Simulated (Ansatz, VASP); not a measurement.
# One calculation of SrCl2, two programs

The input INCAR:

```
SYSTEM = SrCl2
PREC = Accurate
ENCUT = 500
EDIFF = 1E-6
ISMEAR = -5
SIGMA = 0.1
LREAL = .False.
LASPH = .True.
NELM = 120
ALGO = Normal
ISIF = 2
LWAVE = .False.
LCHARG = .True.
GGA = PS
LELF = .True.
LVHAR = .True.
NBANDS = 19
GGA_COMPAT = .False.
```

The input KPOINTS:

```
Automatic mesh
0
Gamma
  4 4 4
  0 0 0
```

The input POSCAR:

```
SrCl2
1.0
    0.0000000000      3.4976509413      3.4976509413
    3.4976509413      0.0000000000      3.4976509413
    3.4976509413      3.4976509413      0.0000000000
Sr Cl
1 2
Direct
    0.0000000000      0.0000000000      0.0000000000
    0.2500000000      0.2500000000      0.2500000000
    0.7500000000      0.7500000000      0.7500000000
```

Input for Ansatz:

```yaml
crystal:
  lattice:
    - [0.0, 3.4976509413, 3.4976509413]
    - [3.4976509413, 0.0, 3.4976509413]
    - [3.4976509413, 3.4976509413, 0.0]
  atoms:
    - { symbol: Sr, position: [0.0, 0.0, 0.0] }
    - { symbol: Cl, position: [0.25, 0.25, 0.25] }
    - { symbol: Cl, position: [0.75, 0.75, 0.75] }
kpoints:
  mp_grid: { grid: [4, 4, 4] }
hamiltonian:
  xc: pbesol
scf:
  occupations: { method: tetrahedron }
  n_extra_bands: 4
output:
  forces: true
  stress: true
  eigenvalues: true
```

Alike in both runs: task single point; functional PBEsol; k mesh 4 × 4 × 4; occupations tetrahedron; no spin polarisation.

```csv
,VASP,Ansatz
version,VASP 6.6.1,Ansatz 0.2.0
potentials or method,"VASP PAW PBE potentials, release 64 (Sr_sv, Cl)",plane waves
plane-wave cutoff (eV),500,420
valence electrons in the cell,24,24
```

Ansatz gave:

* gap on the k mesh at the Fermi level (eV): 5.11
* pressure (GPa): -1.3

Problem. What did VASP give for the same quantities?

Solution. gap on the k mesh at the Fermi level (eV): 5.10; pressure (GPa): -1.2.

VASP's potentials were made for PBE, not for PBEsol. Ansatz's warnings: band table not solved further, tetrahedron derivatives may miss energy slope.
